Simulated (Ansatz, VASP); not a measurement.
**Two plane-wave programs on HfO2**

```
Hf O
1.0
     0.00000    2.52918    2.52918
     2.52918    0.00000    2.52918
     2.52918    2.52918    0.00000
Hf O
1 2
Direct
  0.00000 0.00000 0.00000
  0.75000 0.75000 0.75000
  0.25000 0.25000 0.25000
```

Alike in both runs: task single point; functional r2SCAN; k mesh 8 × 8 × 8; no spin polarisation.

```csv
,VASP,Ansatz
version,VASP 6.6.1,Ansatz 0.2.0
potentials or method,"VASP PAW PBE potentials, release 64 (Hf_pv, O)","plane waves, PAW"
plane-wave cutoff (eV),520,500
occupations,"gaussian, width 0.01 eV",fixed
valence electrons in the cell,22,38
```

VASP gave:

| Item | Value |
| --- | --- |
| gap on the k mesh at the Fermi level (eV) | 4.32 |
| pressure (GPa) | -3.9 |

**Question.** Which values does Ansatz return?

**Answer.** gap on the k mesh at the Fermi level (eV): 4.30; pressure (GPa): 0.0.

VASP's potentials were made for PBE, not for r2SCAN. One of these differences is far larger than is usual between the two programs; its cause wasn't traced. VASP's potentials hold 22 valence electrons a cell and Ansatz's 38, so a difference there can come from the potentials and not from the codes.

Spin-orbit coupling is off throughout.
